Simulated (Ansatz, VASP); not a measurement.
MgO: VASP beside Ansatz

Contents of INCAR:

```
  PREC = Accurate
  ENCUT = 520
  EDIFF = 1E-6
  ISMEAR = -1
  SIGMA = 0.08
  LREAL = False
  LASPH = True
  NELM = 60
  ALGO = Normal
  ISIF = 2
  LWAVE = False
  LCHARG = True
  GGA = PE
  LELF = True
  LVHAR = True
  NBANDS = 11
```

The input KPOINTS:

```
regular mesh
0
Gamma
  18 18 18
```

POSCAR

```
MgO
1.0
    0.0000000000      1.8136484872      1.8136484872
    1.8136484872      0.0000000000      1.8136484872
    1.8136484872      1.8136484872      0.0000000000
Mg O
1 1
Direct
    0.0000000000      0.0000000000      0.0000000000
    0.5000000000      0.5000000000      0.5000000000
```

Input for Ansatz:

```yaml
crystal:
  lattice:
    - [0.0, 1.8136484872, 1.8136484872]
    - [1.8136484872, 0.0, 1.8136484872]
    - [1.8136484872, 1.8136484872, 0.0]
  atoms:
    - { symbol: Mg, position: [0.0, 0.0, 0.0] }
    - { symbol: O, position: [0.5, 0.5, 0.5] }
kpoints:
  mp_grid: { grid: [18, 18, 18] }
scf:
  occupations: { method: fermi_dirac, width: 0.08 }
hamiltonian:
  xc: pbe
  pseudopotentials: { kind: paw }
output:
  forces: true
  stress: true
  eigenvalues: true
```

Change from the starting cell: volume scaled by 0.62, to set the pressure.

Alike in both runs: task single point; functional PBE; k mesh 18 × 18 × 18; occupations fermi-dirac, width 0.08 eV; no spin polarisation.

|  | VASP | Ansatz |
| --- | --- | --- |
| version | VASP 6.6.1 | Ansatz 0.2.0 |
| potentials or method | VASP PAW PBE potentials, release 64 (Mg, O) | PAW with Ansatz's default frozen-core files, scalar-relativistic |
| plane-wave cutoff (eV) | 520 | 420 |
| valence electrons in the cell | 8 | 16 |

Ansatz gave:

```
gap on the k mesh at the Fermi level (eV) : 9.23
pressure (GPa)                            : 190.2
```

Q: What did VASP give for the same quantities?

A: gap on the k mesh at the Fermi level (eV): 9.17; pressure (GPa): 193.6.

Both programs put the cell under a high pressure, so it lies far from rest at this level. With one functional, cell and mesh, what is left measures potentials, basis and numerics. VASP's potentials hold 8 valence electrons a cell and Ansatz's 16, so a difference there can come from the potentials and not from the codes.

Noted on VASP's run: the cell as given lies far from equilibrium.
